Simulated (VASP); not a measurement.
The system is In3GaSb2N2.

```
In Ga Sb N
1.0
     3.80000    0.00000    0.00000
     0.00000    3.80000    0.00000
     0.00000    0.00000   11.57000
In Ga Sb N
3 1 2 2
Direct
  0.50000 0.50000 0.15500
  0.50000 0.50000 0.84500
  0.00000 0.00000 0.50000
  0.00000 0.00000 0.00000
  0.50000 0.00000 0.67000
  0.00000 0.50000 0.33000
  0.00000 0.50000 0.93000
  0.50000 0.00000 0.07000
```

- Program: VASP 6.6.1
- Task: relaxation of cell and atoms
- Functional: PBE
- Potentials or basis: VASP PAW PBE potentials, release 64 (In_d, Ga_d, Sb, N)
- Cutoff: 600 eV
- k mesh: 3 × 3 × 1
- Occupations: gaussian, width 0.15 eV
- Spin: no spin polarisation

At the start: pressure 10.0 GPa; volume 20.88 Å³/atom.

Question: How do energy, volume and symmetry change on relaxing?

Answer: Over 7 steps the energy falls by 86.5 meV/atom and the volume is 23.79 Å³/atom (+13.9 %); space group P-4m2 (No. 115, to 0.1 Å) before and after.

The path:
```tsv
step	energy change (eV)	largest force (eV/Å)	pressure (GPa)	volume (Å³)
1	0.0000	0.5948	10.02	167.07
2	-0.5091	0.5702	-3.27	200.69
3	-0.6366	0.5070	-0.04	188.96
4	-0.6364	0.5099	-0.39	189.42
5	-0.6609	0.4153	-0.19	189.66
6	-0.6907	0.0946	-0.12	190.17
7	-0.6918	0.0556	-0.09	190.30
```

Final structure:
```cif
data_structure
_symmetry_space_group_name_H-M 'P 1'
_symmetry_Int_Tables_number 1
_cell_length_a 3.9906
_cell_length_b 3.9906
_cell_length_c 11.9498
_cell_angle_alpha 90.000
_cell_angle_beta 90.000
_cell_angle_gamma 90.000
_cell_volume 190.30
loop_
_atom_site_label
_atom_site_type_symbol
_atom_site_fract_x
_atom_site_fract_y
_atom_site_fract_z
_atom_site_occupancy
In1 In 0.50000 0.50000 0.15526 1
In2 In 0.50000 0.50000 0.84474 1
In3 In 0.00000 0.00000 0.50000 1
Ga1 Ga 0.00000 0.00000 0.00000 1
Sb1 Sb 0.50000 0.00000 0.66172 1
Sb2 Sb 0.00000 0.50000 0.33828 1
N1 N 0.00000 0.50000 0.93300 1
N2 N 0.50000 0.00000 0.06700 1
```

Caveat: the k points lie up to 0.53 Å⁻¹ apart in the final cell; the relaxation stopped at a loose force limit of 0.08 eV/Å, so its end isn't a converged minimum.
